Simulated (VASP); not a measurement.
# Ba (Fd-3m) in VASP: a series of runs

The runs below take Ba through single point, with PBE.

Program: VASP 6.6.1. These are calculated values, not measurements. Logs are shortened: lines on timing, memory, paths and dates and some standing lists are left out, and cuts for length are marked.

### Step 1. The cell of the first run

Symmetry: Fd-3m, No. 227, cubic system. The conventional cell has a = 5.657 Å, b = 5.657 Å, c = 5.657 Å, α = 90.00°, β = 90.00°, γ = 90.00°. Within 3.2 Å of Ba (site symmetry -43m) lie 4 Ba at 2.45 Å.

### Step 2. Single point, PBE (volume scaled by 0.4)

INCAR

```
SYSTEM = Ba
PREC     = Accurate       ! precision mode
ENCUT    = 520            ! plane-wave cutoff, eV
EDIFF    = 1E-6           ! SCF threshold, eV
ISMEAR   = -1             ! smearing method
SIGMA    = 0.05           ! smearing width, eV
LREAL    = .False.        ! projectors in reciprocal space
LASPH    = .True.         ! aspherical terms in the spheres
NELM     = 100            ! most SCF steps
ALGO     = Normal         ! electronic algorithm
ISIF     = 2              ! what is computed and relaxed
LWAVE    = .False.        ! write WAVECAR
LCHARG   = .True.         ! write CHGCAR
GGA      = PE             ! functional
LELF     = .True.         ! ELF
LVHAR    = .True.       
NBANDS   = 17             ! bands
```

KPOINTS

```
regular mesh
0
Gamma
  9 9 9
  0 0 0
```

POSCAR

```
Ba
1.0
    0.0000000000      2.8286625559      2.8286625559
    2.8286625559      0.0000000000      2.8286625559
    2.8286625559      2.8286625559      0.0000000000
Ba
2
Direct
   -0.1250000000     -0.1250000000     -0.1250000000
    0.1250000000      0.1250000000      0.1250000000
```

Potentials or basis: VASP PAW PBE potentials, release 64 (Ba_sv).

Launch:

```
cat potpaw_PBE.64/Ba_sv/POTCAR > POTCAR
mpirun -np 1 vasp_std > vasp.out
```

OUTCAR:

```text
SYSTEM = Ba
   PREC = Accurate
   ENCUT = 520
   EDIFF = 1E-6
   ISMEAR = -1
   LREAL = .False.
   LASPH = .True.
   NELM = 100
   ISIF = 2
   GGA = PE

 ion  position               nearest neighbor table
   1  0.875  0.875  0.875-   2 2.45   2 2.45   2 2.45   2 2.45   2 4.69   2 4.69   2 4.69   2 4.69
                             2 4.69   2 4.69   2 4.69   2 4.69   2 4.69   2 4.69   2 4.69   2 4.69
   2  0.125  0.125  0.125-   1 2.45   1 2.45   1 2.45   1 2.45   1 4.69   1 4.69   1 4.69   1 4.69
                             1 4.69   1 4.69   1 4.69   1 4.69   1 4.69   1 4.69   1 4.69   1 4.69

  LATTYP: Found a face centered cubic cell.
 ALAT       =     5.6573251118

  Lattice vectors:

 A1 = (   0.0000000000,   2.8286625559,   2.8286625559)
 A2 = (   2.8286625559,   0.0000000000,   2.8286625559)
 A3 = (   2.8286625559,   2.8286625559,   0.0000000000)

Analysis of symmetry for initial positions (statically):
=====================================================================
 Subroutine PRICEL returns:
 Original cell was already a primitive cell.

 Routine SETGRP: Setting up the symmetry group for a
 face centered cubic supercell.

 Subroutine GETGRP returns: Found 48 space group operations
 (whereof 12 operations were pure point group operations)
 out of a pool of 48 trial point group operations.

The static configuration has the point symmetry D_3d.
 The point group associated with its full space group is O_h .

Analysis of symmetry for dynamics (positions and initial velocities):
=====================================================================
 Subroutine PRICEL returns:
 Original cell was already a primitive cell.

 Routine SETGRP: Setting up the symmetry group for a
 face centered cubic supercell.

 Subroutine GETGRP returns: Found 48 space group operations
 (whereof 12 operations were pure point group operations)
 out of a pool of 48 trial point group operations.

The dynamic configuration has the point symmetry D_3d.
 The point group associated with its full space group is O_h .

 Subroutine INISYM returns: Found 48 space group operations
 (whereof 12 operations are pure point group operations),
 and found     1 'primitive' translations

----------------------------------------------------------------------------------------

                                     Primitive cell

  volume of cell :      45.2661

  direct lattice vectors                    reciprocal lattice vectors
     0.000000000  2.828662556  2.828662556    -0.176761982  0.176761982  0.176761982
     2.828662556  0.000000000  2.828662556     0.176761982 -0.176761982  0.176761982
     2.828662556  2.828662556  0.000000000     0.176761982  0.176761982 -0.176761982

  length of vectors
     4.000332950  4.000332950  4.000332950     0.306160734  0.306160734  0.306160734

  position of ions in fractional coordinates (direct lattice)
     0.875000000  0.875000000  0.875000000
     0.125000000  0.125000000  0.125000000

  ion indices of the primitive-cell ions
   primitive index   ion index
                 1           1
                 2           2

----------------------------------------------------------------------------------------

 KPOINTS: regular mesh

Automatic generation of k-mesh.
 Grid dimensions read from file:
 generate k-points for:    9    9    9

 Generating k-lattice:

  Cartesian coordinates                     Fractional coordinates (reciprocal lattice)
    -0.019640220  0.019640220  0.019640220     0.111111111  0.000000000  0.000000000
     0.019640220 -0.019640220  0.019640220     0.000000000  0.111111111  0.000000000
     0.019640220  0.019640220 -0.019640220     0.000000000  0.000000000  0.111111111

  Length of vectors
     0.034017859  0.034017859  0.034017859

  Shift w.r.t. Gamma in fractional coordinates (k-lattice)
     0.000000000  0.000000000  0.000000000

 Subroutine IBZKPT returns following result:
 ===========================================

 Found     35 irreducible k-points:

 Following reciprocal coordinates:
            Coordinates               Weight
  0.000000  0.000000  0.000000      1.000000
  0.111111  0.000000  0.000000      8.000000
  0.222222  0.000000  0.000000      8.000000
  0.333333  0.000000  0.000000      8.000000
  0.444444  0.000000  0.000000      8.000000
  0.111111  0.111111  0.000000      6.000000
[... 16 lines left out ...]
 -0.333333  0.333333  0.000000     12.000000
  0.444444  0.444444  0.000000      6.000000
 [... further k-points ...]
   k-points           NKPTS =     35   k-points in BZ     NKDIM =     35   number of bands    NBANDS=     17
   number of dos      NEDOS =    301   number of ions     NIONS =      2
   total plane-waves  NPLWV =  27000
   dimension x,y,z NGX =    30 NGY =   30 NGZ =   30
   dimension x,y,z NGXF=    60 NGYF=   60 NGZF=   60
   ions per type =               2
   NGX,Y,Z   is equivalent  to a cutoff of  12.47, 12.47, 12.47 a.u.
   NGXF,Y,Z  is equivalent  to a cutoff of  24.93, 24.93, 24.93 a.u.
 SYSTEM =  Ba
   PREC   = accura    normal or accurate (medium, high low for compatibility)
   ISTART =      0    job   : 0-new  1-cont  2-samecut
   ICHARG =      2    charge: 1-file 2-atom 10-const
   ISPIN  =      1    spin polarized calculation?
   LNONCOLLINEAR =      F non collinear calculations
   LSORBIT =      F    spin-orbit coupling
   LASPH  =      T    aspherical Exc in radial PAW
   ENCUT  =  520.0 eV  38.22 Ry    6.18 a.u.   7.44  7.44  7.44*2*pi/ulx,y,z
   NELM   =    100;   NELMIN=  2; NELMDL= -5     # of ELM steps
   EDIFF  = 0.1E-05   stopping-criterion for ELM
   LREAL  =      F    real-space projection
   EDIFFG = 0.1E-04   stopping-criterion for IOM
   NSW    =      0    number of steps for IOM
   IBRION =     -1    ionic relax: 0-MD 1-quasi-New 2-CG
   NFREE  =      0    steps in history (QN), initial steepest desc. (CG)
   ISIF   =      2    stress and relaxation
   ISYM   =      2    0-nonsym 1-usesym 2-fastsym
   POTIM  = 0.5000    time-step for ionic-motion
   TEBEG  =    0.0;   TEEND  =   0.0 temperature during run
   PSTRESS=    0.0 pullay stress
   NELECT =      20.0000    total number of electrons
   NUPDOWN=      -1.0000    fix difference up-down
   EMIN   =  10.00;   EMAX   =-10.00  energy-range for DOS
   EFERMI =   0.00;   METHOD = LEGACY
   ISMEAR =    -1;   SIGMA  =   0.05  broadening in eV -4-tet -1-fermi 0-gaus
   EFERMI_NEDOS =   21; number of points for ismear=-14 and -15
   IALGO  =     38    algorithm
   IMIX   =      4    mixing-type and parameters
     AMIX     =   0.40;   BMIX     =  1.00
     AMIX_MAG =   1.60;   BMIX_MAG =  1.00
  volume/ion in A,a.u.               =      22.63       152.74
  Fermi-wavevector in a.u.,A,eV,Ry     =   1.246887  2.356274 21.153340  1.554727
  Thomas-Fermi vector in A             =   2.381044
   LORBIT       =      0    0 simple, 1 ext, 2 COOP (PROOUT), +10 PAW based schemes
   GGA     = PE    functional components
   LHFCALC =     F    Hartree Fock is set to
   AEXX    =    0.0000 exact exchange contribution
   IVDW    =     0    specifies the selected vdW correction
   LEPSILON=     F    determine dielectric tensor
   LRPA    =     F    only Hartree local field effects (RPA)
 non-spin polarized calculation
  energy-cutoff  :      520.00
  volume of cell :       45.27
 maximum number of plane-waves:      1243
 NGX is ok and might be reduce to    30
   NGX = 15   NGY = 15   NGZ = 15

 number of electron      20.0000002 magnetization

 Free energy of the ion-electron system (eV)
  ---------------------------------------------------
  ext. energy  EPLUGINS =         0.00000000
  ---------------------------------------------------
  free energy    TOTEN  =         9.78440197 eV

  energy without entropy =        9.80376846  energy(sigma->0) =        9.79408521

 E-fermi :   6.2607     XC(G=0): -11.2571

 val. band max:        6.2605706617   @ k =  -0.2222   0.1111   0.0000
 cond. band min:       6.2715863689   @ k =  -0.4444   0.2222   0.0000
 fundamental gap:      0.0110157072
 Fermi energy:         6.2607136753

 k-point     1 :       0.0000    0.0000    0.0000
  band No.  band energies     occupation
      1     -25.5359      2.00000
      2     -18.1824      2.00000
      3     -10.2507      2.00000
      4     -10.2507      2.00000
      5     -10.2507      2.00000
      6      -5.7322      2.00000
[... 9 lines left out ...]
     16      17.3197      0.00000
     17      17.3197      0.00000

 k-point     2 :       0.1111    0.0000    0.0000
  band No.  band energies     occupation
      1     -25.4272      2.00000
      2     -18.5140      2.00000
      3     -10.3633      2.00000
      4     -10.3633      2.00000
      5     -10.1278      2.00000
      6      -5.5364      2.00000
[... 9 lines left out ...]
     16      16.2256      0.00000
     17      16.3564      0.00000

 k-point     3 :       0.2222    0.0000    0.0000
  band No.  band energies     occupation
      1     -25.1184      2.00000
      2     -19.3218      2.00000
      3     -10.6154      2.00000
      4     -10.6154      2.00000
      5      -9.9540      2.00000
      6      -5.0785      2.00000
[... 9 lines left out ...]
     16      14.5845      0.00000
     17      14.5845      0.00000

 k-point     4 :       0.3333    0.0000    0.0000
  band No.  band energies     occupation
      1     -24.6769      2.00000
      2     -20.2488      2.00000
      3     -10.8606      2.00000
      4     -10.8606      2.00000
      5      -9.9131      2.00000
      6      -4.6128      2.00000
[... 9 lines left out ...]
     16      15.1917      0.00000
     17      15.1917      0.00000
[... 343 lines left out ...]
      1     -23.3641      2.00000
      2     -22.1359      2.00000
      3     -12.1011      2.00000
      4     -11.6227      2.00000
      5      -7.4207      2.00000
      6      -5.7805      2.00000
[... 9 lines left out ...]
     16      14.8089      0.00000
     17      15.3479      0.00000

 k-point    23 :      -0.3333    0.3333    0.0000
  band No.  band energies     occupation
      1     -23.5323      2.00000
      2     -21.9346      2.00000
      3     -12.2126      2.00000
      4     -11.4385      2.00000
      5      -7.7176      2.00000
      6      -5.0296      2.00000
[... 9 lines left out ...]
     16      12.5531      0.00000
     17      13.7740      0.00000

 k-point    24 :       0.4444    0.4444    0.0000
  band No.  band energies     occupation
      1     -23.3201      2.00000
      2     -22.1894      2.00000
      3     -11.8032      2.00000
      4     -11.8032      2.00000
      5      -7.1793      2.00000
      6      -6.8191      2.00000
[... 9 lines left out ...]
     16      16.0680      0.00000
     17      16.0947      0.00000

 [... further k-points ...]
[... 5 lines left out ...]
  --------------------------------------------------------------------------------------
  -------------------------------------------------------------------------------------
  Total       38.5432290     38.5432290     38.5432290      0.0000000      0.0000000      0.0000000
  in kB     1364.2226537   1364.2226537   1364.2226537      0.0000000      0.0000000      0.0000000
  external PRESSURE =    1364.2226537 kB  Pullay stress =       0.0000000 kB

 VOLUME and BASIS-vectors are now :
 -----------------------------------------------------------------------------
  energy-cutoff  :      520.00
  volume of cell :       45.27
      direct lattice vectors                 reciprocal lattice vectors
     0.000000000  2.828662556  2.828662556    -0.176761982  0.176761982  0.176761982
     2.828662556  0.000000000  2.828662556     0.176761982 -0.176761982  0.176761982
     2.828662556  2.828662556  0.000000000     0.176761982  0.176761982 -0.176761982

 POSITION                                       TOTAL-FORCE (eV/Angst)
 -----------------------------------------------------------------------------------
      4.95016      4.95016      4.95016         0.000000      0.000000      0.000000
      0.70717      0.70717      0.70717        -0.000000     -0.000000     -0.000000
 -----------------------------------------------------------------------------------
    total drift:                               -0.000000      0.000000      0.000000

  FREE ENERGIE OF THE ION-ELECTRON SYSTEM (eV)
  ---------------------------------------------------
  free  energy   TOTEN  =         9.7844019693 eV

  energy  without entropy=        9.8037684557  energy(sigma->0) =        9.79408521
```

Wall time 33 s (1 thread of AMD EPYC 7R43 (Zen 3), shared host); peak memory 0.14 GiB.

Results:

| Item | Value |
| --- | --- |
| Free energy | 9.7844 eV |
| Pressure | 136.4 GPa |
| Band gap on the k mesh | zero (band 10 reaches 7.31 eV, above the bottom of band 11 at 5.42 eV) |

Caveat: spin-orbit coupling is left out, which moves the levels of the heavy elements.

### Step 3. Single point, PBE (volume scaled by 0.4)

INCAR

```
ALGO = Normal ; EDIFF = 1E-6
ENCUT = 520 ; GGA = PE
ISIF = 2 ; ISMEAR = -1
LASPH = True ; LCHARG = False
LREAL = False ; LWAVE = False
NBANDS = 17 ; NELM = 100
PREC = Accurate ; SIGMA = 0.05
```

KPOINTS

```
k-points
0
Gamma
  9 9 9
```

POSCAR is that of step 2.

Potentials or basis: VASP PAW PBE potentials, release 64 (Ba_sv).

Launch:

```
cat potpaw_PBE.64/Ba_sv/POTCAR > POTCAR
mpirun -np 1 vasp_std > vasp.out
```

Wall time 22 s (1 thread of AMD EPYC 7R43 (Zen 3), shared host); peak memory 0.14 GiB.

Results (log left out):

```
Free energy            : 9.7844 eV
Pressure               : 136.4 GPa
Band gap on the k mesh : zero (band 10 reaches 7.31 eV, above the bottom of band 11 at 5.42 eV)
```

Levels at points of the mesh, in eV from the Fermi level:
```csv
k point,band 6,band 7,band 8,band 9,band 10,band 11,band 12,band 13,band 14,band 15
"(0.00, 0.00, 0.00)",-11.99,-11.99,-11.99,-1.47,-0.64,-0.64,3.27,3.27,3.27,8.98
```

Caveat: spin-orbit coupling is left out, which moves the levels of the heavy elements.
